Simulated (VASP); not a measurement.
# W (Im-3m) in VASP: electric field gradients with PBE

Aim: the electric field gradients of W with PBE.

Everything below comes from runs of VASP 6.6.1. Logs are shortened: lines on timing, memory, paths and dates and some standing lists are left out, and cuts for length are marked.

### Step 1. The cell of the first run

Symmetry: Im-3m, No. 229, cubic system. Conventional cell: a = 3.247 Å, b = 3.247 Å, c = 3.247 Å, α = 90.00°, β = 90.00°, γ = 90.00°. Within 3.7 Å of W (site symmetry m-3m) lie 14 W at 2.81 to 3.25 Å.

### Step 2. Electric field gradients, PBE (17.12 Å³/atom)

INCAR reads:

```
SYSTEM = W
  PREC = Accurate
  ENCUT = 400
  EDIFF = 1E-8
  ISMEAR = -1
  SIGMA = 0.03
  LREAL = .FALSE.
  LASPH = .TRUE.
  NELM = 120
  ALGO = Normal
  ISIF = 2
  LWAVE = .FALSE.
  LCHARG = .FALSE.
  GGA = PE
  LEFG = .TRUE.
  NBANDS = 13
  GGA_COMPAT = .FALSE.
```

KPOINTS reads:

```
Automatic mesh
0
G
  14 14 14
  0 0 0
```

POSCAR reads:

```
W
1.0
   -1.6234899007      1.6234899007      1.6234899007
    1.6234899007     -1.6234899007      1.6234899007
    1.6234899007      1.6234899007     -1.6234899007
W
1
Direct
    0.0000000000      0.0000000000      0.0000000000
```

Potentials or basis: VASP PAW PBE potentials, release 64 (W_sv).

Run with:

```console
> cat potpaw_PBE.64/W_sv/POTCAR > POTCAR
> mpirun -np 1 vasp_std > vasp.out
```

OUTCAR:

```text
SYSTEM = W
   PREC = Accurate
   ENCUT = 400
   EDIFF = 1E-8
   ISMEAR = -1
   LREAL = .FALSE.
   LASPH = .TRUE.
   NELM = 120
   ISIF = 2
   GGA = PE

 ion  position               nearest neighbor table
   1  0.000  0.000  0.000-

  LATTYP: Found a body centered cubic cell.
 ALAT       =     3.2469798014

  Lattice vectors:

 A1 = (  -1.6234899007,   1.6234899007,   1.6234899007)
 A2 = (   1.6234899007,  -1.6234899007,   1.6234899007)
 A3 = (   1.6234899007,   1.6234899007,  -1.6234899007)

Analysis of symmetry for initial positions (statically):
=====================================================================
 Subroutine PRICEL returns:
 Original cell was already a primitive cell.

 Routine SETGRP: Setting up the symmetry group for a
 body centered cubic supercell.

 Subroutine GETGRP returns: Found 48 space group operations
 (whereof 48 operations were pure point group operations)
 out of a pool of 48 trial point group operations.

The static configuration has the point symmetry O_h .

Analysis of symmetry for dynamics (positions and initial velocities):
=====================================================================
 Subroutine PRICEL returns:
 Original cell was already a primitive cell.

 Routine SETGRP: Setting up the symmetry group for a
 body centered cubic supercell.

 Subroutine GETGRP returns: Found 48 space group operations
 (whereof 48 operations were pure point group operations)
 out of a pool of 48 trial point group operations.

The dynamic configuration has the point symmetry O_h .

 Subroutine INISYM returns: Found 48 space group operations
 (whereof 48 operations are pure point group operations),
 and found     1 'primitive' translations

----------------------------------------------------------------------------------------

                                     Primitive cell

  volume of cell :      17.1163

  direct lattice vectors                    reciprocal lattice vectors
    -1.623489901  1.623489901  1.623489901     0.000000000  0.307978510  0.307978510
     1.623489901 -1.623489901  1.623489901     0.307978510  0.000000000  0.307978510
     1.623489901  1.623489901 -1.623489901     0.307978510  0.307978510  0.000000000

  length of vectors
     2.811966994  2.811966994  2.811966994     0.435547385  0.435547385  0.435547385

  position of ions in fractional coordinates (direct lattice)
     0.000000000  0.000000000  0.000000000

  ion indices of the primitive-cell ions
   primitive index   ion index
                 1           1

----------------------------------------------------------------------------------------

 KPOINTS: Automatic mesh

Automatic generation of k-mesh.
 Grid dimensions read from file:
 generate k-points for:   14   14   14

 Generating k-lattice:

  Cartesian coordinates                     Fractional coordinates (reciprocal lattice)
     0.000000000  0.021998465  0.021998465     0.071428571  0.000000000  0.000000000
     0.021998465  0.000000000  0.021998465     0.000000000  0.071428571  0.000000000
     0.021998465  0.021998465  0.000000000     0.000000000  0.000000000  0.071428571

  Length of vectors
     0.031110528  0.031110528  0.031110528

  Shift w.r.t. Gamma in fractional coordinates (k-lattice)
     0.000000000  0.000000000  0.000000000

 Subroutine IBZKPT returns following result:
 ===========================================

 Found    104 irreducible k-points:

 Following reciprocal coordinates:
            Coordinates               Weight
  0.000000  0.000000  0.000000      1.000000
  0.071429  0.000000  0.000000     12.000000
  0.142857  0.000000  0.000000     12.000000
  0.214286  0.000000  0.000000     12.000000
  0.285714  0.000000  0.000000     12.000000
  0.357143  0.000000  0.000000     12.000000
[... 16 lines left out ...]
  0.285714  0.285714  0.000000     24.000000
  0.357143  0.285714  0.000000     24.000000
 [... further k-points ...]
   k-points           NKPTS =    104   k-points in BZ     NKDIM =    104   number of bands    NBANDS=     13
   number of dos      NEDOS =    301   number of ions     NIONS =      1
   total plane-waves  NPLWV =   5832
   dimension x,y,z NGX =    18 NGY =   18 NGZ =   18
   dimension x,y,z NGXF=    36 NGYF=   36 NGZF=   36
   ions per type =               1
   NGX,Y,Z   is equivalent  to a cutoff of  10.64, 10.64, 10.64 a.u.
   NGXF,Y,Z  is equivalent  to a cutoff of  21.28, 21.28, 21.28 a.u.
 SYSTEM =  W
   PREC   = accura    normal or accurate (medium, high low for compatibility)
   ISTART =      0    job   : 0-new  1-cont  2-samecut
   ICHARG =      2    charge: 1-file 2-atom 10-const
   ISPIN  =      1    spin polarized calculation?
   LNONCOLLINEAR =      F non collinear calculations
   LSORBIT =      F    spin-orbit coupling
   LASPH  =      T    aspherical Exc in radial PAW
   ENCUT  =  400.0 eV  29.40 Ry    5.42 a.u.   4.59  4.59  4.59*2*pi/ulx,y,z
   NELM   =    120;   NELMIN=  2; NELMDL= -5     # of ELM steps
   EDIFF  = 0.1E-07   stopping-criterion for ELM
   LREAL  =      F    real-space projection
   EDIFFG = 0.1E-06   stopping-criterion for IOM
   NSW    =      0    number of steps for IOM
   IBRION =     -1    ionic relax: 0-MD 1-quasi-New 2-CG
   NFREE  =      0    steps in history (QN), initial steepest desc. (CG)
   ISIF   =      2    stress and relaxation
   ISYM   =      2    0-nonsym 1-usesym 2-fastsym
   POTIM  = 0.5000    time-step for ionic-motion
   TEBEG  =    0.0;   TEEND  =   0.0 temperature during run
   PSTRESS=    0.0 pullay stress
   NELECT =      14.0000    total number of electrons
   NUPDOWN=      -1.0000    fix difference up-down
   EMIN   =  10.00;   EMAX   =-10.00  energy-range for DOS
   EFERMI =   0.00;   METHOD = LEGACY
   ISMEAR =    -1;   SIGMA  =   0.03  broadening in eV -4-tet -1-fermi 0-gaus
   EFERMI_NEDOS =   21; number of points for ismear=-14 and -15
   IALGO  =     38    algorithm
   IMIX   =      4    mixing-type and parameters
     AMIX     =   0.40;   BMIX     =  1.00
     AMIX_MAG =   1.60;   BMIX_MAG =  1.00
  volume/ion in A,a.u.               =      17.12       115.51
  Fermi-wavevector in a.u.,A,eV,Ry     =   1.531021  2.893211 31.892416  2.344026
  Thomas-Fermi vector in A             =   2.638424
   LORBIT       =      0    0 simple, 1 ext, 2 COOP (PROOUT), +10 PAW based schemes
   GGA     = PE    functional components
   LHFCALC =     F    Hartree Fock is set to
   AEXX    =    0.0000 exact exchange contribution
   IVDW    =     0    specifies the selected vdW correction
   LEPSILON=     F    determine dielectric tensor
   LRPA    =     F    only Hartree local field effects (RPA)
 non-spin polarized calculation
  energy-cutoff  :      400.00
  volume of cell :       17.12
 maximum number of plane-waves:       322
   NGX =  9   NGY =  9   NGZ =  9

 number of electron      14.0000000 magnetization

 Free energy of the ion-electron system (eV)
  ---------------------------------------------------
  ext. energy  EPLUGINS =         0.00000000
  ---------------------------------------------------
  free energy    TOTEN  =       -12.90228340 eV

  energy without entropy =      -12.90050729  energy(sigma->0) =      -12.90139534

 E-fermi :  10.4401     XC(G=0): -13.2139

 val. band max:       10.4319639695   @ k =  -0.4286   0.5000   0.2857
 cond. band min:      10.4796309385   @ k =   0.5000   0.5000   0.2857
 fundamental gap:      0.0476669690
 Fermi energy:        10.4400817696

 k-point     1 :       0.0000    0.0000    0.0000
  band No.  band energies     occupation
      1     -63.9462      2.00000
      2     -27.6044      2.00000
      3     -27.6044      2.00000
      4     -27.6044      2.00000
      5       1.1578      2.00000
      6       9.2465      2.00000
      7       9.2465      2.00000
      8       9.2465      2.00000
      9      12.4357      0.00000
     10      12.4357      0.00000
     11      24.7023      0.00000
     12      24.7023      0.00000
     13      24.7023      0.00000

 k-point     2 :       0.0714    0.0000    0.0000
  band No.  band energies     occupation
      1     -63.9415      2.00000
      2     -27.6569      2.00000
      3     -27.6211      2.00000
      4     -27.6046      2.00000
      5       1.3825      2.00000
      6       9.1141      2.00000
      7       9.2151      2.00000
      8       9.4613      2.00000
      9      12.2355      0.00000
     10      12.4388      0.00000
     11      24.8831      0.00000
[... 339 lines left out ...]
 k-point    24 :       0.3571    0.2857    0.0000
  band No.  band energies     occupation
      1     -63.8401      2.00000
      2     -28.3681      2.00000
      3     -28.2165      2.00000
      4     -27.7290      2.00000
      5       6.2776      2.00000
      6       7.5795      2.00000
      7       8.1862      2.00000
      8      12.6090      0.00000
      9      13.1319      0.00000
     10      17.8825      0.00000
     11      19.6558      0.00000
     12      21.6299      0.00000
     13      26.5892      0.00000

 [... further k-points ...]

------------------------ aborting loop because EDIFF is reached ----------------------------------------

  FORCE on cell =-STRESS in cart. coord.  units (eV):
  Direction    XX          YY          ZZ          XY          YZ          ZX
  --------------------------------------------------------------------------------------
  -------------------------------------------------------------------------------------
  Total       -1.6311229     -1.6311229     -1.6311229     -0.0000000      0.0000000     -0.0000000
  in kB     -152.6822353   -152.6822353   -152.6822353     -0.0000000      0.0000000     -0.0000000
  external PRESSURE =    -152.6822353 kB  Pullay stress =       0.0000000 kB

 VOLUME and BASIS-vectors are now :
 -----------------------------------------------------------------------------
  energy-cutoff  :      400.00
  volume of cell :       17.12
      direct lattice vectors                 reciprocal lattice vectors
    -1.623489901  1.623489901  1.623489901     0.000000000  0.307978510  0.307978510
     1.623489901 -1.623489901  1.623489901     0.307978510  0.000000000  0.307978510
     1.623489901  1.623489901 -1.623489901     0.307978510  0.307978510  0.000000000

 POSITION                                       TOTAL-FORCE (eV/Angst)
 -----------------------------------------------------------------------------------
      0.00000      0.00000      0.00000        -0.000000     -0.000000      0.000000
 -----------------------------------------------------------------------------------
    total drift:                                0.000000      0.000000      0.000000

  FREE ENERGIE OF THE ION-ELECTRON SYSTEM (eV)
  ---------------------------------------------------
  free  energy   TOTEN  =       -12.9022833986 eV

  energy  without entropy=      -12.9005072874  energy(sigma->0) =      -12.90139534

 Electric field gradients (V/A^2)
---------------------------------------------------------------------
 ion       V_xx      V_yy      V_zz      V_xy      V_xz      V_yz
---------------------------------------------------------------------
   1      -0.000    -0.000    -0.000     0.001     0.001     0.001
---------------------------------------------------------------------

 Electric field gradients after diagonalization (V/A^2)
 (convention: |V_zz| > |V_xx| > |V_yy|)
----------------------------------------------------------------------
 ion       V_xx      V_yy      V_zz     asymmetry (V_yy - V_xx)/ V_zz
----------------------------------------------------------------------
   1      -0.001    -0.001     0.003       0.000
----------------------------------------------------------------------

           NMR quadrupolar parameters

 Cq : quadrupolar parameter    Cq=e*Q*V_zz/h
 eta: asymmetry parameters     (V_yy - V_xx)/ V_zz
 Q  : nuclear electric quadrupole moment in mb (millibarn)
----------------------------------------------------------------------
 ion       Cq(MHz)       eta       Q (mb)
----------------------------------------------------------------------
   1       0.000       0.000       1.000
----------------------------------------------------------------------
```

Wall time 18 s (1 thread of Intel Xeon 8259CL, shared host); peak memory 0.13 GiB.

Results:

* Free energy: -12.9023 eV
* Pressure: -15.3 GPa
* Band gap on the k mesh: zero (bands 7 and 8 overlap by 5.74 eV)
* Largest electric field gradient by atom: zero within the noise of the run

Caveat: the cell stands under tension; spin-orbit coupling is left out, which moves the levels of the heavy elements.
